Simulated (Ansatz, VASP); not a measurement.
TiCo3 in VASP and in Ansatz

```
Ti Co
1.0
     3.61400    0.00000    0.00000
     0.00000    3.61400    0.00000
     0.00000    0.00000    3.61400
Ti Co
1 3
Direct
  0.00000 0.00000 0.00000
  0.00000 0.50000 0.50000
  0.50000 0.00000 0.50000
  0.50000 0.50000 0.00000
```

Alike in both runs: task single point; functional PBEsol; k mesh 12 × 12 × 12; occupations fermi-dirac, width 0.8 eV; collinear spin.

|  | VASP | Ansatz |
| --- | --- | --- |
| version | VASP 6.6.1 | Ansatz 0.2.0 |
| potentials or method | VASP PAW PBE potentials, release 64 (Ti_sv, Co), cutoff 520 eV | scalar-relativistic, plane waves, PAW |
| valence electrons in the cell | 39 | 63 |

|  | VASP | Ansatz | Ansatz less VASP |
| --- | --- | --- | --- |
| gap on the k mesh at the Fermi level (eV) | none | none | - |
| pressure (GPa) | 6.9 | 7.2 | +0.28 |
| net moment per atom (μB) | 0.00 | 0.00 | 0.000 |

VASP's potentials were made for PBE, not for PBEsol. A gap of «none» marks a metal or a gap that the smearing closes. The functional is the same, so the differences come from potentials, cutoffs and numerics. VASP's potentials hold 39 valence electrons a cell and Ansatz's 63, so a difference there can come from the potentials and not from the codes. Ansatz's warnings: seeded moment not kept.
